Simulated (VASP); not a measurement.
# Rb3Pt (Pm-3m) in VASP: a series of runs, part 2 of 2

VASP 6.6.1. Earlier steps stand in the parts before.

**3. Relaxation of cell and atoms, PBE**

This run uses another cell than the first one, of 41.57 Å³/atom, 1.011 times its volume.

Input file INCAR:

```
ALGO     = Normal         # electronic algorithm
EDIFF    = 1E-7           # SCF threshold, eV
EDIFFG   = -0.01          # ionic threshold
ENCUT    = 600            # plane-wave cutoff, eV
GGA      = PE             # functional
IBRION   = 2              # ionic algorithm
ISIF     = 3              # what is computed and relaxed
ISMEAR   = -1             # smearing method
LASPH    = True           # aspherical terms in the spheres
LCHARG   = False          # write CHGCAR
LREAL    = False          # projectors in reciprocal space
LWAVE    = False          # write WAVECAR
NELM     = 100            # most SCF steps
NSW      = 80             # ionic steps
PREC     = Accurate       # precision mode
SIGMA    = 0.1            # smearing width, eV
```

Input file KPOINTS:

```
k-points
0
Gamma
  5 5 5
```

Input file POSCAR:

```
Rb3Pt
1.0
    5.4987900000      0.0000000000      0.0000000000
    0.0000000000      5.4987900000      0.0000000000
    0.0000000000      0.0000000000      5.4987900000
Rb Pt
3 1
Direct
    0.0000000000      0.0000000000      0.5000000000
    0.0000000000      0.5000000000      0.0000000000
    0.5000000000      0.0000000000      0.0000000000
    0.5000000000      0.5000000000      0.5000000000
```

Potentials or basis: VASP PAW PBE potentials, release 64 (Rb_sv, Pt).

The run is started by

```bash
$ cat potpaw_PBE.64/Rb_sv/POTCAR potpaw_PBE.64/Pt/POTCAR > POTCAR
$ mpirun -np 1 vasp_std > vasp.out
```

OUTCAR:

```text
EDIFF = 1E-7
   EDIFFG = -0.01
   ENCUT = 600
   GGA = PE
   IBRION = 2
   ISIF = 3
   ISMEAR = -1
   LASPH = True
   LREAL = False
   NELM = 100
   NSW = 80
   PREC = Accurate

 ion  position               nearest neighbor table
   1  0.000  0.000  0.500-   2 3.89   3 3.89   4 3.89   2 3.89   3 3.89   2 3.89   4 3.89   2 3.89
                             3 3.89   4 3.89   3 3.89   4 3.89
   2  0.000  0.500  0.000-   1 3.89   3 3.89   4 3.89   1 3.89   4 3.89   1 3.89   3 3.89   1 3.89
                             3 3.89   4 3.89   4 3.89   3 3.89
   3  0.500  0.000  0.000-   1 3.89   2 3.89   4 3.89   1 3.89   4 3.89   2 3.89   4 3.89   4 3.89
                             1 3.89   2 3.89   1 3.89   2 3.89
   4  0.500  0.500  0.500-   1 3.89   2 3.89   3 3.89   2 3.89   3 3.89   1 3.89   3 3.89   3 3.89
                             1 3.89   2 3.89   2 3.89   1 3.89

  LATTYP: Found a simple cubic cell.
 ALAT       =     5.4987900000

  Lattice vectors:

 A1 = (   5.4987900000,   0.0000000000,   0.0000000000)
 A2 = (   0.0000000000,   5.4987900000,   0.0000000000)
 A3 = (   0.0000000000,   0.0000000000,   5.4987900000)

Analysis of symmetry for initial positions (statically):
=====================================================================
 Subroutine PRICEL returns:
 Original cell was already a primitive cell.

 Routine SETGRP: Setting up the symmetry group for a
 simple cubic supercell.

[... 148 lines left out ...]
 number of electron      37.0000000 magnetization

 Free energy of the ion-electron system (eV)
  ---------------------------------------------------
  ext. energy  EPLUGINS =         0.00000000
  ---------------------------------------------------
  free energy    TOTEN  =        -8.00381660 eV

  energy without entropy =       -7.93801636  energy(sigma->0) =       -7.97091648

------------------------ aborting loop because EDIFF is reached ----------------------------------------

  FORCE on cell =-STRESS in cart. coord.  units (eV):
  Direction    XX          YY          ZZ          XY          YZ          ZX
  --------------------------------------------------------------------------------------
  -------------------------------------------------------------------------------------
  Total       -0.0842492     -0.0842492     -0.0842492      0.0000000      0.0000000     -0.0000000
  in kB       -0.8118484     -0.8118484     -0.8118484      0.0000000      0.0000000     -0.0000000
  external PRESSURE =      -0.8118484 kB  Pullay stress =       0.0000000 kB
[... 63 lines left out ...]
--------------------------------------- Ionic step        3  -------------------------------------------

 number of electron      37.0000000 magnetization

 Free energy of the ion-electron system (eV)
  ---------------------------------------------------
  ext. energy  EPLUGINS =         0.00000000
  ---------------------------------------------------
  free energy    TOTEN  =        -8.00418298 eV

  energy without entropy =       -7.93873519  energy(sigma->0) =       -7.97145908

 E-fermi :   1.8818     XC(G=0):  -7.7399

 val. band max:        1.8702212055   @ k =   0.4000   0.2000   0.2000
 cond. band min:       2.1774323407   @ k =   0.4000   0.4000   0.0000
 fundamental gap:      0.3072111351
 Fermi energy:         1.8817972954

 k-point     1 :       0.0000    0.0000    0.0000
  band No.  band energies     occupation
      1     -26.5998      2.00000
      2     -26.4849      2.00000
      3     -26.4849      2.00000
      4     -11.0349      2.00000
      5     -11.0349      2.00000
      6     -11.0349      2.00000
[... 270 lines left out ...]
  FREE ENERGIE OF THE ION-ELECTRON SYSTEM (eV)
  ---------------------------------------------------
  free  energy   TOTEN  =        -8.0041829812 eV

  energy  without entropy=       -7.9387351856  energy(sigma->0) =       -7.97145908

 reached required accuracy - stopping structural energy minimisation
```

It took 75 s on 1 thread of Intel Xeon 6975P-C (Granite Rapids), shared host; peak memory 0.35 GiB.

What came out:

```yaml
Free_energy: -8.0042 eV
Relaxed_volume: 41.28 Å³/atom
Relaxed_cell: a = 5.486 Å, b = 5.486 Å, c = 5.486 Å, α = 90.00°, β = 90.00°, γ = 90.00°
Space_group_after_relaxing_to_0.05_Å: Pm-3m (No. 221)
Energy_gained_by_relaxing: 0.1 meV/atom
Ionic_steps: 3
Pressure_after_relaxing: 0.0 GPa
```

Step by step:
| step | energy change (eV) | largest force (eV/Å) | pressure (GPa) | volume (Å³) |
| --- | --- | --- | --- | --- |
| 1 | 0.0000 | 0.0000 | -0.08 | 166.27 |
| 2 | -0.0002 | 0.0000 | -0.05 | 165.76 |
| 3 | -0.0004 | 0.0000 | -0.02 | 165.10 |

Final structure:
```
CELL_PARAMETERS angstrom
5.48595 0.00000 0.00000
0.00000 5.48595 0.00000
0.00000 0.00000 5.48595
ATOMIC_POSITIONS crystal
Rb 0.00000 0.00000 0.50000
Rb 0.00000 0.50000 0.00000
Rb 0.50000 0.00000 0.00000
Pt 0.50000 0.50000 0.50000
```

Levels at points of the mesh, in eV from the Fermi level:
| k point | band 15 | band 16 | band 17 | band 18 | band 19 | band 20 | band 21 | band 22 |
| --- | --- | --- | --- | --- | --- | --- | --- | --- |
| (0.00, 0.00, 0.00) | -1.27 | -1.09 | -1.09 | -1.09 | -0.45 | 2.81 | 2.81 | 2.97 |

Caveat: spin-orbit coupling is left out, which moves the levels of the heavy elements.
